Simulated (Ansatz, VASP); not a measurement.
# One calculation of MgO, two programs

```
Mg O
1.0
     0.00000    2.04506    2.04506
     2.04506    0.00000    2.04506
     2.04506    2.04506    0.00000
Mg O
1 1
Direct
  0.00000 0.00000 0.00000
  0.50000 0.50000 0.50000
```

Change from the starting cell: volume scaled by 1.04, ions relaxed.

Alike in both runs: functional PBE; k mesh 13 × 13 × 13; occupations fermi-dirac, width 0.02 eV; no spin polarisation.

Ansatz relaxed the structure, and its values are those at the end. VASP's run is a single point on that final structure, the one shown.

```csv
,VASP,Ansatz
version,VASP 6.6.1,Ansatz 0.2.0
potentials or method,"VASP PAW PBE potentials, release 64 (Mg, O)","plane-wave PAW, scalar-relativistic"
plane-wave cutoff (eV),600,420
valence electrons in the cell,8,16
```

Ansatz gave:

- gap on the k mesh at the Fermi level (eV): 5.65
- pressure (GPa): 22.4

**Question.** Estimate VASP's values.

**Answer.** gap on the k mesh at the Fermi level (eV): 5.63; pressure (GPa): 21.4.

VASP's potentials hold 8 valence electrons a cell and Ansatz's 16, so a difference there can come from the potentials and not from the codes. Ansatz's warnings: stress scf threshold loose.
